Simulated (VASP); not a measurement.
# Be (P6_3/mmc) in VASP: notebook

Be is run at these levels: LDA; tasks: single point.

All numbers are computed with VASP 6.6.1; they aren't measurements. Logs are shortened: lines on timing, memory, paths and dates and some standing lists are left out, and cuts for length are marked.

### Step 1. The cell of the first run

It takes space group P6_3/mmc (No. 194, hexagonal). Conventional cell: a = 2.230 Å, b = 2.230 Å, c = 3.508 Å, α = 90.00°, β = 90.00°, γ = 120.00°. Within 2.9 Å of Be (site symmetry -6m2) lie 12 Be at 2.18 to 2.23 Å.

### Step 2. Single point, LDA

File INCAR:

```
SYSTEM = Be
ALGO = Normal
EDIFF = 1E-7
ENCUT = 520
ISIF = 2
ISMEAR = 1
LASPH = .TRUE.
LCHARG = .FALSE.
LREAL = .FALSE.
LWAVE = .FALSE.
NBANDS = 9
NELM = 80
PREC = Accurate
SIGMA = 0.01
```

File KPOINTS:

```
k-points
0
G
  16 16 9
  0 0 0
```

File POSCAR:

```
Be
1.0
    2.2295160349      0.0000000000      0.0000000000
   -1.1147580175      1.9308175243      0.0000000000
    0.0000000000      0.0000000000      3.5083258361
Be
2
Direct
    0.3333333333      0.6666666667      0.2500000000
    0.6666666667      0.3333333333      0.7500000000
```

Potentials or basis: VASP PAW LDA potentials, release 64 (Be).

Run with:

```
$ cat potpaw_LDA.64/Be/POTCAR > POTCAR
$ mpirun -np 1 vasp_std > vasp.out
```

OUTCAR:

```text
SYSTEM = Be
   EDIFF = 1E-7
   ENCUT = 520
   ISIF = 2
   ISMEAR = 1
   LASPH = .TRUE.
   LREAL = .FALSE.
   NELM = 80
   PREC = Accurate

 ion  position               nearest neighbor table
   1  0.333  0.667  0.250-   2 2.18   2 2.18   2 2.18   2 2.18   2 2.18   2 2.18
   2  0.667  0.333  0.750-   1 2.18   1 2.18   1 2.18   1 2.18   1 2.18   1 2.18

  LATTYP: Found a hexagonal cell.
 ALAT       =     2.2295160349
 C/A-ratio  =     1.5735817914

  Lattice vectors:

 A1 = (   2.2295160349,   0.0000000000,   0.0000000000)
 A2 = (  -1.1147580175,   1.9308175243,   0.0000000000)
 A3 = (   0.0000000000,   0.0000000000,   3.5083258361)

Analysis of symmetry for initial positions (statically):
=====================================================================
 Subroutine PRICEL returns:
 Original cell was already a primitive cell.

 Routine SETGRP: Setting up the symmetry group for a
 hexagonal supercell.

 Subroutine GETGRP returns: Found 24 space group operations
 (whereof 12 operations were pure point group operations)
 out of a pool of 24 trial point group operations.

The static configuration has the point symmetry D_3d.
 The point group associated with its full space group is D_6h.

Analysis of symmetry for dynamics (positions and initial velocities):
=====================================================================
 Subroutine PRICEL returns:
 Original cell was already a primitive cell.

 Routine SETGRP: Setting up the symmetry group for a
 hexagonal supercell.

 Subroutine GETGRP returns: Found 24 space group operations
 (whereof 12 operations were pure point group operations)
 out of a pool of 24 trial point group operations.

The dynamic configuration has the point symmetry D_3d.
 The point group associated with its full space group is D_6h.

 Subroutine INISYM returns: Found 24 space group operations
 (whereof 12 operations are pure point group operations),
 and found     1 'primitive' translations

----------------------------------------------------------------------------------------

                                     Primitive cell

  volume of cell :      15.1026

  direct lattice vectors                    reciprocal lattice vectors
     2.229516035  0.000000000  0.000000000     0.448527835  0.258957666  0.000000000
    -1.114758018  1.930817524  0.000000000     0.000000000  0.517915332  0.000000000
     0.000000000  0.000000000  3.508325836     0.000000000  0.000000000  0.285036239

  length of vectors
     2.229516035  2.229516035  3.508325836     0.517915332  0.517915332  0.285036239

  position of ions in fractional coordinates (direct lattice)
     0.333333333  0.666666667  0.250000000
     0.666666667  0.333333333  0.750000000

  ion indices of the primitive-cell ions
   primitive index   ion index
                 1           1
                 2           2

----------------------------------------------------------------------------------------

 KPOINTS: k-points

Automatic generation of k-mesh.
 Grid dimensions read from file:
 generate k-points for:   16   16    9

 Generating k-lattice:

  Cartesian coordinates                     Fractional coordinates (reciprocal lattice)
     0.028032990  0.016184854  0.000000000     0.062500000  0.000000000  0.000000000
     0.000000000  0.032369708  0.000000000     0.000000000  0.062500000  0.000000000
     0.000000000  0.000000000  0.031670693     0.000000000  0.000000000  0.111111111

  Length of vectors
     0.032369708  0.032369708  0.031670693

  Shift w.r.t. Gamma in fractional coordinates (k-lattice)
     0.000000000  0.000000000  0.000000000

 Subroutine IBZKPT returns following result:
 ===========================================

 Found    150 irreducible k-points:

 Following reciprocal coordinates:
            Coordinates               Weight
  0.000000  0.000000  0.000000      1.000000
  0.062500  0.000000  0.000000      6.000000
  0.125000  0.000000  0.000000      6.000000
  0.187500  0.000000  0.000000      6.000000
  0.250000  0.000000  0.000000      6.000000
  0.312500  0.000000  0.000000      6.000000
[... 16 lines left out ...]
  0.187500  0.187500  0.000000      6.000000
  0.250000  0.187500  0.000000     12.000000
 [... further k-points ...]
   k-points           NKPTS =    150   k-points in BZ     NKDIM =    150   number of bands    NBANDS=      9
   number of dos      NEDOS =    301   number of ions     NIONS =      2
   total plane-waves  NPLWV =   9072
   dimension x,y,z NGX =    18 NGY =   18 NGZ =   28
   dimension x,y,z NGXF=    36 NGYF=   36 NGZF=   56
   ions per type =               2
   NGX,Y,Z   is equivalent  to a cutoff of  13.42, 13.42, 13.27 a.u.
   NGXF,Y,Z  is equivalent  to a cutoff of  26.84, 26.84, 26.54 a.u.
 SYSTEM =  Be
   PREC   = accura    normal or accurate (medium, high low for compatibility)
   ISTART =      0    job   : 0-new  1-cont  2-samecut
   ICHARG =      2    charge: 1-file 2-atom 10-const
   ISPIN  =      1    spin polarized calculation?
   LNONCOLLINEAR =      F non collinear calculations
   LSORBIT =      F    spin-orbit coupling
   LASPH  =      T    aspherical Exc in radial PAW
   ENCUT  =  520.0 eV  38.22 Ry    6.18 a.u.   4.15  4.15  6.52*2*pi/ulx,y,z
   NELM   =     80;   NELMIN=  2; NELMDL= -5     # of ELM steps
   EDIFF  = 0.1E-06   stopping-criterion for ELM
   LREAL  =      F    real-space projection
   EDIFFG = 0.1E-05   stopping-criterion for IOM
   NSW    =      0    number of steps for IOM
   IBRION =     -1    ionic relax: 0-MD 1-quasi-New 2-CG
   NFREE  =      0    steps in history (QN), initial steepest desc. (CG)
   ISIF   =      2    stress and relaxation
   ISYM   =      2    0-nonsym 1-usesym 2-fastsym
   POTIM  = 0.5000    time-step for ionic-motion
   TEBEG  =    0.0;   TEEND  =   0.0 temperature during run
   PSTRESS=    0.0 pullay stress
   NELECT =       4.0000    total number of electrons
   NUPDOWN=      -1.0000    fix difference up-down
   EMIN   =  10.00;   EMAX   =-10.00  energy-range for DOS
   EFERMI =   0.00;   METHOD = LEGACY
   ISMEAR =     1;   SIGMA  =   0.01  broadening in eV -4-tet -1-fermi 0-gaus
   EFERMI_NEDOS =   21; number of points for ismear=-14 and -15
   IALGO  =     38    algorithm
   IMIX   =      4    mixing-type and parameters
     AMIX     =   0.40;   BMIX     =  1.00
     AMIX_MAG =   1.60;   BMIX_MAG =  1.00
  volume/ion in A,a.u.               =       7.55        50.96
  Fermi-wavevector in a.u.,A,eV,Ry     =   1.051343  1.986749 15.038807  1.105321
  Thomas-Fermi vector in A             =   2.186382
   LORBIT       =      0    0 simple, 1 ext, 2 COOP (PROOUT), +10 PAW based schemes
   GGA     = CA    functional components
   LHFCALC =     F    Hartree Fock is set to
   AEXX    =    0.0000 exact exchange contribution
   IVDW    =     0    specifies the selected vdW correction
   LEPSILON=     F    determine dielectric tensor
   LRPA    =     F    only Hartree local field effects (RPA)
 non-spin polarized calculation
 Methfessel and Paxton  Order N= 1 SIGMA  =   0.01
  energy-cutoff  :      520.00
  volume of cell :       15.10
 maximum number of plane-waves:       424
 NGX is ok and might be reduce to    18
   NGX =  9   NGY =  9   NGZ = 13

 number of electron       4.0000000 magnetization

 Free energy of the ion-electron system (eV)
  ---------------------------------------------------
  ext. energy  EPLUGINS =         0.00000000
  ---------------------------------------------------
  free energy    TOTEN  =        -8.42356756 eV

  energy without entropy =       -8.42357594  energy(sigma->0) =       -8.42357036

 E-fermi :   7.1100     XC(G=0): -10.7733

 val. band max:        7.0927502184   @ k =   0.3125   0.1250   0.0000
 cond. band min:       7.1193597032   @ k =   0.2500   0.2500   0.1111
 fundamental gap:      0.0266094848
 Fermi energy:         7.1099679885

 k-point     1 :       0.0000    0.0000    0.0000
  band No.  band energies     occupation
      1      -4.3016      2.00000
      2       2.5471      2.00000
      3       8.5493      0.00000
      4      23.4467      0.00000
      5      23.4467      0.00000
      6      26.3777      0.00000
      7      26.3777      0.00000
      8      28.4987      0.00000
      9      35.1403      0.00000

 k-point     2 :       0.0625    0.0000    0.0000
  band No.  band energies     occupation
      1      -4.1895      2.00000
      2       2.6986      2.00000
      3       8.5722      0.00000
      4      22.5450      0.00000
      5      22.7576      0.00000
      6      26.3980      0.00000
      7      26.7214      0.00000
      8      28.2825      0.00000
      9      33.3164      0.00000

 k-point     3 :       0.1250    0.0000    0.0000
  band No.  band energies     occupation
      1      -3.8530      2.00000
      2       3.1524      2.00000
      3       8.6304      0.00000
      4      20.4149      0.00000
      5      21.4442      0.00000
      6      26.3407      0.00000
      7      26.9564      0.00000
      8      27.5043      0.00000
      9      30.8065      0.00000

 k-point     4 :       0.1875    0.0000    0.0000
  band No.  band energies     occupation
      1      -3.2913      2.00000
      2       3.9064      2.00000
      3       8.6768      0.00000
      4      17.9146      0.00000
      5      20.1084      0.00000
      6      25.8238      0.00000
      7      25.8799      0.00000
      8      26.6510      0.00000
      9      28.6052      0.00000
[... 205 lines left out ...]
 k-point    22 :       0.4375    0.1250    0.0000
  band No.  band energies     occupation
      1       2.4243      2.00000
      2       4.3522      2.00000
      3      11.2809      0.00000
      4      12.6776      0.00000
      5      14.1465      0.00000
      6      14.1890      0.00000
      7      20.3523      0.00000
      8      23.6951      0.00000
      9      25.8273      0.00000

 k-point    23 :       0.1875    0.1875    0.0000
  band No.  band energies     occupation
      1      -1.2562      2.00000
      2       6.5917      2.00000
      3       8.6376      0.00000
      4      12.8249      0.00000
      5      16.0485      0.00000
      6      21.4569      0.00000
      7      23.5349      0.00000
      8      24.1141      0.00000
      9      26.6182      0.00000

 k-point    24 :       0.2500    0.1875    0.0000
  band No.  band energies     occupation
      1      -0.1243      2.00000
      2       8.0528      0.00000
      3       8.1611      0.00000
      4      11.1269      0.00000
      5      15.1645      0.00000
      6      19.3429      0.00000
      7      22.4789      0.00000
      8      23.5383      0.00000
      9      24.7698      0.00000

 [... further k-points ...]
[... 5 lines left out ...]
  --------------------------------------------------------------------------------------
  -------------------------------------------------------------------------------------
  Total        0.0553212      0.0553212      0.0154894     -0.0000000      0.0000000     -0.0000000
  in kB        5.8688122      5.8688122      1.6432095     -0.0000000      0.0000000     -0.0000000
  external PRESSURE =       4.4602780 kB  Pullay stress =       0.0000000 kB

 VOLUME and BASIS-vectors are now :
 -----------------------------------------------------------------------------
  energy-cutoff  :      520.00
  volume of cell :       15.10
      direct lattice vectors                 reciprocal lattice vectors
     2.229516035  0.000000000  0.000000000     0.448527835  0.258957666  0.000000000
    -1.114758018  1.930817524  0.000000000     0.000000000  0.517915332  0.000000000
     0.000000000  0.000000000  3.508325836     0.000000000  0.000000000  0.285036239

 POSITION                                       TOTAL-FORCE (eV/Angst)
 -----------------------------------------------------------------------------------
     -0.00000      1.28721      0.87708         0.000000     -0.000000      0.000000
      1.11476      0.64361      2.63124        -0.000000      0.000000      0.000000
 -----------------------------------------------------------------------------------
    total drift:                                0.000000     -0.000000      0.000000

  FREE ENERGIE OF THE ION-ELECTRON SYSTEM (eV)
  ---------------------------------------------------
  free  energy   TOTEN  =        -8.4235675621 eV

  energy  without entropy=       -8.4235759448  energy(sigma->0) =       -8.42357036
```

It took 11 s on 1 thread of Intel Xeon Platinum 8259CL at 2.50GHz (Skylake/Cascade Lake), shared host; peak memory 0.12 GiB.

What came out:

* Free energy: -8.4236 eV
* Pressure: 0.4 GPa
* Band gap on the k mesh: zero (band 2 reaches 8.05 eV, above the bottom of band 3 at 6.47 eV)

Stress tensor (GPa, compression positive):
```
0.59 0.00 0.00
0.00 0.59 0.00
0.00 0.00 0.16
```

Levels at points of the mesh, in eV from the Fermi level:
| k point | band 1 | band 2 | band 3 | band 4 | band 5 | band 6 |
| --- | --- | --- | --- | --- | --- | --- |
| (0.00, 0.00, 0.00) | -11.41 | -4.56 | 1.44 | 16.34 | 16.34 | 19.27 |
| (0.50, 0.00, 0.00) | -5.12 | -3.09 | 3.72 | 6.71 | 7.11 | 9.62 |

(Continued in part 2 of 2.)
